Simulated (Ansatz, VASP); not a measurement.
**TePb: VASP beside Ansatz**

```
Pb Te
1.0
     4.55618    0.00000    0.00000
     0.00000    4.55618    0.00000
     0.00000    0.00000    6.44341
Pb Te
2 2
Cartesian
  0.0000 0.0000 0.0000
  2.2781 2.2781 3.2217
  2.2781 2.2781 0.0000
  0.0000 0.0000 3.2217
```

Alike in both runs: task single point; functional PBEsol; k mesh 4 × 4 × 4; occupations gaussian, width 0.1 eV; no spin polarisation.

```csv
,VASP,Ansatz
version,VASP 6.6.1,Ansatz 0.2.0
potentials or method,"VASP PAW PBE potentials, release 64 (Pb_d, Te), cutoff 500 eV","scalar-relativistic, plane waves, PAW"
valence electrons in the cell,40,60
```

Ansatz gave:

```
gap on the k mesh at the Fermi level (eV) : 0.65
least direct gap on the mesh (eV)         : 0.65
pressure (GPa)                            : 0.0
```

Question: Which values does VASP return?

Answer: gap on the k mesh at the Fermi level (eV): 0.65; least direct gap on the mesh (eV): 0.65; pressure (GPa): -0.1.

VASP's potentials were made for PBE, not for PBEsol, and Ansatz warns of the same on its side. VASP's potentials hold 40 valence electrons a cell and Ansatz's 60, so a difference there can come from the potentials and not from the codes.

Spin-orbit coupling is off throughout.
